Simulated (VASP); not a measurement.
Write the native input for VASP 6.6.1 that does the following.

```yaml
Task: single point
Functional: LDA
Potentials_or_basis: VASP PAW LDA potentials, release 64 (Mg)
Cutoff: 520 eV
k_mesh: 8 × 8 × 5
Occupations: fermi-dirac, width 0.05 eV
Spin: no spin polarisation
Dipole_correction: no
Further_INCAR_settings: ALGO = Normal; EDIFF = 1e-06; NBANDS = 9
```

The structure of Mg lies in POSCAR:

```
Mg
1.0
    3.1339060826      0.0000000000      0.0000000000
   -1.5669530413      2.7140422806      0.0000000000
    0.0000000000      0.0000000000      5.0878979396
Mg
2
Direct
    0.3333333333      0.6666666667      0.2500000000
    0.6666666667      0.3333333333      0.7500000000
```

The input as run:

INCAR

```
PREC     = Accurate       # precision mode
ENCUT    = 520            # plane-wave cutoff, eV
EDIFF    = 1E-6           # SCF threshold, eV
ISMEAR   = -1             # smearing method
SIGMA    = 0.05           # smearing width, eV
LREAL    = F              # projectors in reciprocal space
LASPH    = T              # aspherical terms in the spheres
NELM     = 80             # most SCF steps
ALGO     = Normal         # electronic algorithm
ISIF     = 2              # what is computed and relaxed
LWAVE    = F              # write WAVECAR
LCHARG   = F              # write CHGCAR
NBANDS   = 9              # bands
```

KPOINTS

```
Automatic mesh
0
Gamma
  8 8 5
```

Potentials or basis: VASP PAW LDA potentials, release 64 (Mg).

Launch:

```sh
$ cat potpaw_LDA.64/Mg/POTCAR > POTCAR
$ mpirun -np 1 vasp_std > vasp.out
```

It gave:

```json
{
 "Pressure": "-0.3 GPa",
 "Band gap on the k mesh": "zero (band 2 reaches 3.80 eV, above the bottom of band 3 at 1.51 eV)"
}
```

It took 7.2 s on 1 thread of AMD EPYC 7R13 Processor (Zen 3) (shared host), peak memory 0.11 GiB.
